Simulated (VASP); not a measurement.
Here is a VASP 6.6.1 calculation.

Contents of INCAR:

```
SYSTEM = Sn3S5
ALGO = Fast
EDIFF = 1E-6
ENCUT = 520
GGA = PE
ISIF = 2
ISMEAR = 0
LASPH = .True.
LCHARG = .True.
LELF = .True.
LREAL = .False.
LVHAR = .True.
LWAVE = .False.
NBANDS = 46
NELM = 60
PREC = Accurate
SIGMA = 0.1
```

Contents of KPOINTS:

```
k-points
0
Gamma
  8 8 4
  0 0 0
```

POSCAR

```
Sn3S5
1.0
    3.8454202028      0.0000000000      0.0000000000
    0.0000000000      3.8454202028      0.0000000000
    0.0000000000      0.0000000000     13.7529917042
Sn S
3 5
Direct
    0.5000000000      0.5000000000      0.2126176612
    0.5000000000      0.5000000000      0.7873823388
    0.0000000000      0.0000000000      0.5000000000
    0.0000000000      0.0000000000      0.1702326243
    0.0000000000      0.0000000000      0.8297673757
    0.0000000000      0.0000000000      0.0000000000
    0.5000000000      0.5000000000      0.3924350336
    0.5000000000      0.5000000000      0.6075649664
```

Potentials or basis: VASP PAW PBE potentials, release 64 (Sn_d, S).

Command:

```bash
$ cat potpaw_PBE.64/Sn_d/POTCAR potpaw_PBE.64/S/POTCAR > POTCAR
$ mpirun -np 1 vasp_std > vasp.out
```

Question: What does it give for the largest force?

Answer: 0.018 eV/Å.

Question: What does it give for the pressure?

Answer: -0.1 GPa.

Question: Predict the band gap on the k mesh.

Answer: Zero (bands 36 and 37 overlap by 2.14 eV).

Forces on the atoms (eV/Å):
```
Sn   0.000  0.000  0.010
Sn   0.000  0.000 -0.010
Sn   0.000  0.000  0.000
S    0.000  0.000 -0.018
S    0.000  0.000  0.018
S    0.000  0.000  0.000
S    0.000  0.000 -0.010
S    0.000  0.000  0.010
```

Caveat: spin-orbit coupling is left out, which moves the levels of the heavy elements.
